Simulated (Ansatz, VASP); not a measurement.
## AlN: VASP beside Ansatz

```xyz
2
Lattice="0.0000 2.0345 2.0345 2.0345 0.0000 2.0345 2.0345 2.0345 0.0000" Properties=species:S:1:pos:R:3 pbc="T T T"
Al    2.0345    2.0345    2.0345
N     0.0000    0.0000    0.0000
```

Alike in both runs: functional HSE06; k mesh 8 × 8 × 8; occupations fermi-dirac, width 0.05 eV; no spin polarisation.

```csv
,VASP,Ansatz
version,VASP 6.6.1,Ansatz 0.2.0
potentials or method,"VASP PAW PBE potentials, release 64 (Al, N)",Ansatz PAW
plane-wave cutoff (eV),520,420
valence electrons in the cell,8,8
task,single point,band structure
```

```tsv
	VASP	Ansatz	Ansatz less VASP
gap on the k mesh at the Fermi level (eV)	5.77	5.84	+0.068
least direct gap on the mesh (eV)	6.90	6.91	+0.007
pressure (GPa)	-7.5	-7.6	-0.08
```

With one functional, cell and mesh, what is left measures potentials, basis and numerics.
